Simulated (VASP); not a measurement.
Here is a VASP 6.6.1 calculation.

Contents of INCAR:

```
PREC = Accurate
ENCUT = 500
EDIFF = 1E-6
ISMEAR = 0
SIGMA = 0.1
LREAL = F
LASPH = T
NELM = 120
ALGO = Normal
ISIF = 2
LWAVE = F
LCHARG = F
GGA = PE
NBANDS = 40
GGA_COMPAT = F
```

KPOINTS

```
Automatic mesh
0
Gamma
  3 3 4
```

POSCAR

```
CdS3
1.0
    6.5856395179      0.0000000030      0.0000000000
   -3.2928197615      5.7033311212      0.0000000000
    0.0000000000      0.0000000000      5.5393632132
Cd S
2 6
Direct
    0.3333333333      0.6666666667      0.7500000000
    0.6666666667      0.3333333333      0.2500000000
    0.2225630795      0.4451261591      0.2500000000
    0.5548738409      0.7774369205      0.2500000000
    0.2225630795      0.7774369205      0.2500000000
    0.7774369205      0.5548738409      0.7500000000
    0.4451261591      0.2225630795      0.7500000000
    0.7774369205      0.2225630795      0.7500000000
```

Potentials or basis: VASP PAW PBE potentials, release 64 (Cd, S).

Launch:

```sh
$ cat potpaw_PBE.64/Cd/POTCAR potpaw_PBE.64/S/POTCAR > POTCAR
$ mpirun -np 1 vasp_std > vasp.out
```

(1) What does it give for the largest force?

(2) Estimate the band gap on the k mesh.

Results:

(1) 0.132 eV/Å.

(2) zero (band 30 reaches 3.25 eV, above the bottom of band 31 at 2.60 eV).

Caveat: the k points lie up to 0.37 Å⁻¹ apart.
